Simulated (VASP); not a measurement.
# Al3Ni4B in VASP: relaxation of the atoms with PBEsol

Aim: the relaxation of the atoms of Al3Ni4B with PBEsol.

Program: VASP 6.6.1. These are calculated values, not measurements. Logs are shortened: lines on timing, memory, paths and dates and some standing lists are left out, and cuts for length are marked.

## (1) The cell of the first run

The cell holds a slab with vacuum, 8 atoms: a = 2.862 Å, b = 2.862 Å, c = 27.586 Å, α = 90.00°, β = 90.00°, γ = 90.00°.

## (2) Relaxation of the atoms, PBEsol

INCAR reads:

```
ALGO = Fast ; DIPOL = 0.5 0.5 0.491
EDIFF = 1E-6 ; EDIFFG = -0.03
ENCUT = 520 ; GGA = PS
IBRION = 2 ; IDIPOL = 3
ISIF = 2 ; ISMEAR = 0
LASPH = True ; LCHARG = False
LDIPOL = True ; LREAL = False
LWAVE = False ; NELM = 80
NSW = 90 ; PREC = Accurate
SIGMA = 0.1
```

KPOINTS reads:

```
k-points
0
Gamma
  10 10 1
```

POSCAR reads:

```
Al3Ni4B
1.0
    2.8621655485      0.0000000000      0.0000000000
    0.0000000000      2.8621655485      0.0000000000
    0.0000000000      0.0000000000     27.5864966455
Ni Al B
4 3 1
Selective dynamics
Direct
    0.5000000000      0.5000000000      0.3081217636  F F F
    0.5000000000      0.5000000000      0.4118741750  F F F
    0.5000000000      0.5000000000      0.5140172944  T T T
    0.5000000000      0.5000000000      0.6151410701  T T T
    0.0000000000      0.0000000000      0.3599979694  F F F
    0.0000000000      0.0000000000      0.4634325494  T T T
    0.0000000000      0.0000000000      0.5687870211  T T T
    0.5000000000      0.5000000000      0.6905402781  T T T
```

Potentials or basis: VASP PAW PBE potentials, release 64 (Ni, Al, B).

On the command line:

```
$ cat potpaw_PBE.64/Ni/POTCAR potpaw_PBE.64/Al/POTCAR potpaw_PBE.64/B/POTCAR > POTCAR
$ mpirun -np 1 vasp_std > vasp.out
```

OUTCAR:

```text
EDIFF = 1E-6
   EDIFFG = -0.03
   ENCUT = 520
   GGA = PS
   IBRION = 2
   ISIF = 2
   ISMEAR = 0
   LASPH = True
   LREAL = False
   NELM = 80
   NSW = 90
   PREC = Accurate

 ion  position               nearest neighbor table
   1  0.500  0.500  0.308-   5 2.48   5 2.48   5 2.48   5 2.48   2 2.86
   2  0.500  0.500  0.412-   6 2.47   6 2.47   6 2.47   6 2.47   5 2.48   5 2.48   5 2.48   5 2.48
                             3 2.82   1 2.86
   3  0.500  0.500  0.514-   6 2.46   6 2.46   6 2.46   6 2.46   7 2.53   7 2.53   7 2.53   7 2.53
                             4 2.79   2 2.82
   4  0.500  0.500  0.615-   8 2.08   7 2.39   7 2.39   7 2.39   7 2.39   3 2.79
   5  0.000  0.000  0.360-   2 2.48   2 2.48   2 2.48   2 2.48   1 2.48   1 2.48   1 2.48   1 2.48
                             6 2.85
   6  0.000  0.000  0.463-   3 2.46   3 2.46   3 2.46   3 2.46   2 2.47   2 2.47   2 2.47   2 2.47
                             5 2.85   7 2.91
   7  0.000  0.000  0.569-   4 2.39   4 2.39   4 2.39   4 2.39   3 2.53   3 2.53   3 2.53   3 2.53
                             6 2.91
   8  0.500  0.500  0.691-   4 2.08

  LATTYP: Found a simple tetragonal cell.
 ALAT       =     2.8621655485
 C/A-ratio  =     9.6383302007

  Lattice vectors:

 A1 = (   2.8621655485,   0.0000000000,   0.0000000000)
 A2 = (   0.0000000000,   2.8621655485,   0.0000000000)
 A3 = (   0.0000000000,   0.0000000000,  27.5864966455)

Analysis of symmetry for initial positions (statically):
=====================================================================
 Subroutine PRICEL returns:
 Original cell was already a primitive cell.

 Routine SETGRP: Setting up the symmetry group for a
 simple tetragonal supercell.

 Subroutine GETGRP returns: Found  8 space group operations
 (whereof  8 operations were pure point group operations)
 out of a pool of 16 trial point group operations.

The static configuration has the point symmetry C_4v.

Analysis of symmetry for dynamics (positions and initial velocities):
=====================================================================
 Subroutine PRICEL returns:
 Original cell was already a primitive cell.

 Routine SETGRP: Setting up the symmetry group for a
 simple tetragonal supercell.

 Subroutine GETGRP returns: Found  8 space group operations
 (whereof  8 operations were pure point group operations)
 out of a pool of 16 trial point group operations.

The dynamic configuration has the point symmetry C_4v.
[... 149 lines left out ...]
   IVDW    =     0    specifies the selected vdW correction
   LEPSILON=     F    determine dielectric tensor
   LRPA    =     F    only Hartree local field effects (RPA)
 conjugate gradient relaxation of ions
 non-spin polarized calculation
 RMM-DIIS sequential band-by-band and
 Gauss-broadening in eV      SIGMA  =   0.10
  energy-cutoff  :      520.00
  volume of cell :      225.99
 maximum number of plane-waves:      6141
 NGX is ok and might be reduce to    24
   NGX = 11   NGY = 11   NGZ =103

 dipolmoment           0.000000      0.000000     -0.145177 electrons x Angstroem

--------------------------------------- Ionic step        1  -------------------------------------------

 number of electron      52.0000020 magnetization

 Free energy of the ion-electron system (eV)
  ---------------------------------------------------
  ext. energy  EPLUGINS =         0.00000000
  ---------------------------------------------------
  free energy    TOTEN  =       -42.51786110 eV

  energy without entropy =      -42.50278105  energy(sigma->0) =      -42.51032108

------------------------ aborting loop because EDIFF is reached ----------------------------------------

  FORCE on cell =-STRESS in cart. coord.  units (eV):
  Direction    XX          YY          ZZ          XY          YZ          ZX
  --------------------------------------------------------------------------------------
  -------------------------------------------------------------------------------------
  Total       -4.6198229     -4.6198229     -5.0130716      0.0000000      0.0000000      0.0000000
  in kB      -32.7529077    -32.7529077    -35.5409017      0.0000000      0.0000000      0.0000000
  external PRESSURE =     -33.6822390 kB  Pullay stress =       0.0000000 kB
[... 107 lines left out ...]
  FREE ENERGIE OF THE ION-ELECTRON SYSTEM (eV)
  ---------------------------------------------------
  free  energy   TOTEN  =       -42.8887367440 eV

  energy  without entropy=      -42.8762775978  energy(sigma->0) =      -42.88250717

[... ionic steps 4 to 17 ...]

--------------------------------------- Ionic step       18  -------------------------------------------

 number of electron      52.0000019 magnetization

------------------------ aborting loop because EDIFF is reached ----------------------------------------
[... 79 lines left out ...]
--------------------------------------- Ionic step       20  -------------------------------------------

 number of electron      52.0000019 magnetization

 dipolmoment           0.000000      0.000000      0.041385 electrons x Angstroem

 Free energy of the ion-electron system (eV)
  ---------------------------------------------------
  ext. energy  EPLUGINS =         0.00000000
  ---------------------------------------------------
  free energy    TOTEN  =       -42.91086321 eV

  energy without entropy =      -42.89794591  energy(sigma->0) =      -42.90440456

 E-fermi :   0.6833     XC(G=0):  -5.7664

 val. band max:        0.6630324313   @ k =   0.4000   0.2000   0.0000
 cond. band min:       0.6965522548   @ k =   0.5000   0.2000   0.0000
 fundamental gap:      0.0335198235
 Fermi energy:         0.6832789451

 k-point     1 :       0.0000    0.0000    0.0000
  band No.  band energies     occupation
      1     -10.2117      2.00000
      2      -9.1631      2.00000
      3      -7.7654      2.00000
      4      -6.5952      2.00000
      5      -5.0778      2.00000
      6      -3.3556      2.00000
[... 703 lines left out ...]
     30       2.8368      0.00000
     31       3.1559      0.00000

------------------------ aborting loop because EDIFF is reached ----------------------------------------

 vacuum level on the upper side and lower side of the slab       (xc-potential included)         0.408        -0.522

  FORCE on cell =-STRESS in cart. coord.  units (eV):
  Direction    XX          YY          ZZ          XY          YZ          ZX
  --------------------------------------------------------------------------------------
  -------------------------------------------------------------------------------------
  Total       -4.4095302     -4.4095302     -0.5692087      0.0000000      0.0000000      0.0000000
  in kB      -31.2620066    -31.2620066     -4.0354882      0.0000000      0.0000000      0.0000000
  external PRESSURE =     -22.1865005 kB  Pullay stress =       0.0000000 kB
[... 23 lines left out ...]
  FREE ENERGIE OF THE ION-ELECTRON SYSTEM (eV)
  ---------------------------------------------------
  free  energy   TOTEN  =       -42.9108632065 eV

  energy  without entropy=      -42.8979459052  energy(sigma->0) =      -42.90440456

 reached required accuracy - stopping structural energy minimisation

 vacuum level on the upper side and lower side of the slab         6.333         5.378
```

OSZICAR:

```text
N       E                     dE             d eps       ncg     rms          rms(c)
DAV:   1     0.334588385667E+03    0.33459E+03   -0.21673E+04  1302   0.156E+03
DAV:   2    -0.245742661816E+02   -0.35916E+03   -0.35045E+03  1379   0.356E+02
DAV:   3    -0.487349667625E+02   -0.24161E+02   -0.23521E+02  1506   0.129E+02
[... 242 lines left out ...]
DAV:   1    -0.429108561136E+02   -0.88816E-04   -0.18183E-02  1302   0.715E-01    0.166E-02
RMM:   2    -0.429109069576E+02   -0.50844E-04   -0.15798E-04  1307   0.132E-01    0.446E-02
RMM:   3    -0.429108736005E+02    0.33357E-04   -0.43045E-05  1340   0.618E-02    0.344E-02
RMM:   4    -0.429108633019E+02    0.10299E-04   -0.19116E-05  1278   0.397E-02    0.136E-02
RMM:   5    -0.429108632065E+02    0.95349E-07   -0.64855E-06  1138   0.251E-02
  20 F= -.42910863E+02 E0= -.42904405E+02  d E =-.962017E-04
```

Run time: 52 min. Hardware: 1 thread of Oxide Virtual Turin-like, shared host; peak memory 0.41 GiB.

What came out:

```yaml
Free_energy: -42.9109 eV
Energy_gained_by_relaxing: 49.1 meV/atom
Ionic_steps: 20
Band_gap_on_the_k_mesh: zero (bands 26 and 27 overlap by 1.37 eV)
```

The path:
```tsv
step	energy change (eV)	largest force on free atoms (eV/Å)	pressure (GPa)
1	0.0000	2.1897	-3.37
2	-0.3347	1.0654	-3.21
3	-0.3709	0.2972	-2.85
4	-0.3712	0.2800	-2.90
5	-0.3791	0.1920	-2.80
6	-0.3844	0.2329	-2.68
7	-0.3871	0.1617	-2.68
8	-0.3871	0.1584	-2.69
9	-0.3891	0.0825	-2.61
10	-0.3894	0.0542	-2.59
11	-0.3898	0.0545	-2.52
12	-0.3902	0.1364	-2.48
13	-0.3903	0.1290	-2.46
14	-0.3907	0.1071	-2.44
15	-0.3914	0.0636	-2.41
16	-0.3918	0.1122	-2.34
17	-0.3922	0.0914	-2.36
18	-0.3929	0.0309	-2.24
19	-0.3929	0.0333	-2.22
20	-0.3930	0.0206	-2.22
```

Final structure:
```
Ni Al B
1.0
     2.86217    0.00000    0.00000
     0.00000    2.86217    0.00000
     0.00000    0.00000   27.58650
Ni Al B
4 3 1
Direct
  0.50000 0.50000 0.30812
  0.50000 0.50000 0.41187
  0.50000 0.50000 0.51411
  0.50000 0.50000 0.61673
  0.00000 0.00000 0.36000
  0.00000 0.00000 0.46298
  0.00000 0.00000 0.56735
  0.50000 0.50000 0.68160
```

Levels at points of the mesh, in eV from the Fermi level:
```tsv
k point	band 23	band 24	band 25	band 26	band 27	band 28	band 29	band 30
(0.00, 0.00, 0.00)	-0.86	-0.86	-0.64	-0.53	0.35	2.05	3.93	4.83
(0.50, 0.00, 0.00)	-1.07	-0.76	-0.75	-0.72	-0.64	-0.18	1.02	1.02
(0.50, 0.50, 0.00)	-0.38	-0.38	-0.15	0.74	0.74	1.57	1.74	2.15
```

Caveat: the PAW data sets were made with another functional, which shifts forces and pressure a little. Spin polarisation is off, so any magnetic state and its effect on volume and gap are missing.

The gap in the log of VASP goes by the Fermi energy; the results here count the filled bands.